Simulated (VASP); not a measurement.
Wanted: the native input for a VASP 6.6.1 run.

* Task: single point
* Functional: PBE
* Potentials or basis: VASP PAW PBE potentials, release 64 (Ag, Cd)
* Cutoff: 520 eV
* k mesh: 14 × 14 × 1
* Occupations: fermi-dirac, width 0.05 eV
* Spin: no spin polarisation
* Dipole correction: yes
* Further INCAR settings: ALGO = Normal; EDIFF = 1e-07; NBANDS = 42

The structure of CdAg5 lies in POSCAR:

```
CdAg5
1.0
    2.9322829450      0.0000000000      0.0000000000
   -1.4661414725      2.5394315215      0.0000000000
    0.0000000000      0.0000000000     27.9710000000
Ag Cd
5 1
Direct
    0.1666666667      0.3333333333      0.2875581835
    0.5000000000      1.0000000000      0.3725977613
    0.1666666667      0.3333333333      0.5424578369
    0.5000000000      1.0000000000      0.6274022385
    0.8333333333      0.6666666667      0.7124418163
    0.8333333333      0.6666666667      0.4575421627
```

One way to write it, as run:

INCAR

```
SYSTEM = CdAg5
  PREC = Accurate
  ENCUT = 520
  EDIFF = 1E-7
  ISMEAR = -1
  SIGMA = 0.05
  LREAL = .FALSE.
  LASPH = .TRUE.
  NELM = 60
  ALGO = Normal
  ISIF = 2
  LWAVE = .FALSE.
  LCHARG = .TRUE.
  LDIPOL = .TRUE.
  IDIPOL = 3
  DIPOL = 0.5 0.5 0.500
  GGA = PE
  LELF = .TRUE.
  LVHAR = .TRUE.
  LVACPOTAV = .TRUE.
  NBANDS = 42
```

KPOINTS

```
Automatic mesh
0
G
  14 14 1
  0 0 0
```

Potentials or basis: VASP PAW PBE potentials, release 64 (Ag, Cd).

The run is started by

```bash
$ cat potpaw_PBE.64/Ag/POTCAR potpaw_PBE.64/Cd/POTCAR > POTCAR
$ mpirun -np 1 vasp_std > vasp.out
```

It gave:

```json
{
  "Largest force": "0.326 eV/Å",
  "Band gap on the k mesh": "zero (an odd number of electrons rules out a gap without spin polarisation)"
}
```

Wall time 8.2 min on 1 thread of Intel Xeon 8259CL, on a shared host, peak memory 0.45 GiB.
